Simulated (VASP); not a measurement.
A run of VASP 6.6.1:

File INCAR:

```
SYSTEM = KI
  PREC = Accurate
  ENCUT = 500
  EDIFF = 1E-6
  ISMEAR = 0
  SIGMA = 0.01
  LREAL = .False.
  LASPH = .True.
  NELM = 120
  ALGO = Normal
  ISIF = 2
  LWAVE = .False.
  LCHARG = .False.
  GGA = PE
  NBANDS = 15
  GGA_COMPAT = .False.
```

File KPOINTS:

```
regular mesh
0
Gamma
  2 2 2
  0 0 0
```

The input POSCAR:

```
KI
1.0
    4.2909401140      0.0000000000      0.0000000000
    0.0000000000      4.2909401140      0.0000000000
    0.0000000000      0.0000000000      4.2909401140
K I
1 1
Direct
    0.0000000000      0.0000000000      0.0000000000
    0.5000000000      0.5000000000      0.5000000000
```

Potentials or basis: VASP PAW PBE potentials, release 64 (K_sv, I).

The run is started by

```bash
$ cat potpaw_PBE.64/K_sv/POTCAR potpaw_PBE.64/I/POTCAR > POTCAR
$ mpirun -np 1 vasp_std > vasp.out
```

Hardware: 1 thread of Intel(R) Xeon(R) Platinum 8488C (Sapphire Rapids), with other jobs on the host.

Question: How long does it take, and how much memory?

Answer: Wall time 9.2 s on 1 thread of Intel(R) Xeon(R) Platinum 8488C (Sapphire Rapids), with other jobs on the host, peak memory 0.16 GiB. Counts: scf iterations 12, k points 4.
